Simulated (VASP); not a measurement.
Input of a VASP 6.6.1 run:

Contents of INCAR:

```
PREC     = Accurate       # precision mode
ENCUT    = 520            # plane-wave cutoff, eV
EDIFF    = 1E-7           # SCF threshold, eV
ISMEAR   = -1             # smearing method
SIGMA    = 0.1            # smearing width, eV
LREAL    = False          # projectors in reciprocal space
LASPH    = True           # aspherical terms in the spheres
NELM     = 80             # most SCF steps
ALGO     = Normal         # electronic algorithm
ISIF     = 2              # what is computed and relaxed
LWAVE    = False          # write WAVECAR
LCHARG   = False          # write CHGCAR
GGA      = CA             # functional
NBANDS   = 12             # bands
```

Contents of KPOINTS:

```
Automatic mesh
0
Gamma
  18 18 18
```

POSCAR

```
Mn
1.0
   -1.3986762761      1.3986762761      1.3986762761
    1.3986762761     -1.3986762761      1.3986762761
    1.3986762761      1.3986762761     -1.3986762761
Mn
1
Direct
    0.0000000000      0.0000000000      0.0000000000
```

Potentials or basis: VASP PAW LDA potentials, release 64 (Mn_pv).

The run is started by

```console
$ cat potpaw_LDA.64/Mn_pv/POTCAR > POTCAR
$ mpirun -np 1 vasp_std > vasp.out
```

(1) Estimate the pressure.

## Answers

(1) -20.9 GPa.

Caveat: the run has no spin polarisation, though such a crystal can be magnetic.
